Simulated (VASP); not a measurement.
Input of a VASP 6.6.1 run:

Contents of INCAR:

```
SYSTEM = TaN
PREC = Accurate
ENCUT = 520
EDIFF = 1E-7
ISMEAR = -1
SIGMA = 0.05
LREAL = .FALSE.
LASPH = .TRUE.
NELM = 100
ALGO = Normal
ISIF = 2
LWAVE = .FALSE.
LCHARG = .TRUE.
GGA = CA
LELF = .TRUE.
LVHAR = .TRUE.
NBANDS = 33
```

KPOINTS

```
Automatic mesh
0
G
  6 6 9
  0 0 0
```

File POSCAR:

```
TaN
1.0
    5.1960000000      0.0000000000      0.0000000000
   -2.5980000000      4.4998679981      0.0000000000
    0.0000000000      0.0000000000      2.9110000000
Ta N
3 3
Direct
    0.0000000000      0.0000000000      0.0000000000
    0.6666666667      0.3333333333      0.5000000000
    0.3333333333      0.6666666667      0.5000000000
    0.0000000000      0.3928500000      0.0000000000
    0.6071500000      0.6071500000      0.0000000000
    0.3928500000      0.0000000000      0.0000000000
```

Potentials or basis: VASP PAW LDA potentials, release 64 (Ta_pv, N).

The run is started by

```console
$ cat potpaw_LDA.64/Ta_pv/POTCAR potpaw_LDA.64/N/POTCAR > POTCAR
$ mpirun -np 1 vasp_std > vasp.out
```

(1) Predict the band gap on the k mesh.

(2) Predict the largest force.

(3) Predict the pressure.

Answers

(1) zero (band 24 reaches 9.96 eV, above the bottom of band 25 at 6.85 eV).

(2) 0.033 eV/Å.

(3) -8.3 GPa.

Caveat: spin-orbit coupling is left out, which moves the levels of the heavy elements.
